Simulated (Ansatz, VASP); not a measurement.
**One calculation of Nb, two programs**

```xyz
2
Lattice="-1.9112 1.9112 1.3680 1.9112 -1.9112 1.3680 3.4726 3.4726 -1.3678" Properties=species:S:1:pos:R:3 pbc="T T T"
Nb    1.9103   -1.9102    1.3680
Nb    0.7817    2.6910    0.6840
```

Alike in both runs: task single point; functional LDA; k mesh 15 × 15 × 8; occupations fermi-dirac, width 0.1 eV; no spin polarisation.

```csv
,VASP,Ansatz
version,VASP 6.6.1,Ansatz 0.2.0
potentials or method,"VASP PAW LDA potentials, release 64 (Nb_sv), cutoff 520 eV","plane waves (420 eV) with PAW, scalar-relativistic"
valence electrons in the cell,26,26
```

VASP gave:

| Quantity | Value |
| --- | --- |
| pressure (GPa) | -6.9 |
| traceless stress, the component that is largest in VASP (GPa) | 0.20 |

What did Ansatz give for the same quantities?

Pressure (GPa): -6.8; traceless stress, the component that is largest in VASP (GPa): 0.21.

Ansatz warns that its potentials were made for another functional, while VASP's fit it. LDA's correlation is that of Perdew and Zunger in VASP and of Perdew and Wang (1992) in Ansatz.
